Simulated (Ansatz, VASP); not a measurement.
Two plane-wave programs on Li2Pd

```
CELL_PARAMETERS angstrom
4.19833 0.00000 0.00000
-2.09917 3.63586 0.00000
0.00000 0.00000 2.71356
ATOMIC_POSITIONS crystal
Li 0.33333 0.66667 0.50000
Li 0.66667 0.33333 0.50000
Pd 0.00000 0.00000 0.00000
```

Change from the starting cell: volume scaled by 0.98, PAW files.

Alike in both runs: task electric field gradients; functional LDA; k mesh 11 × 11 × 15; occupations fermi-dirac, width 0.08 eV; no spin polarisation.

```csv
,VASP,Ansatz
version,VASP 6.6.1,Ansatz 0.2.0
potentials or method,"VASP PAW LDA potentials, release 64 (Li_sv, Pd)","PAW with Ansatz's default frozen-core files, scalar-relativistic"
plane-wave cutoff (eV),520,420
valence electrons in the cell,16,24
```

```csv
,VASP,Ansatz,Ansatz less VASP
size of Vzz on the site where it differs most (V/Å²),85.0,80.1,-4.89
```

LDA's correlation is that of Perdew and Zunger in VASP and of Perdew and Wang (1992) in Ansatz. VASP's potentials hold 16 valence electrons a cell and Ansatz's 24, so a difference there can come from the potentials and not from the codes.

Noted on VASP's run: the cutoff is short for stress, so the pressure is rough.
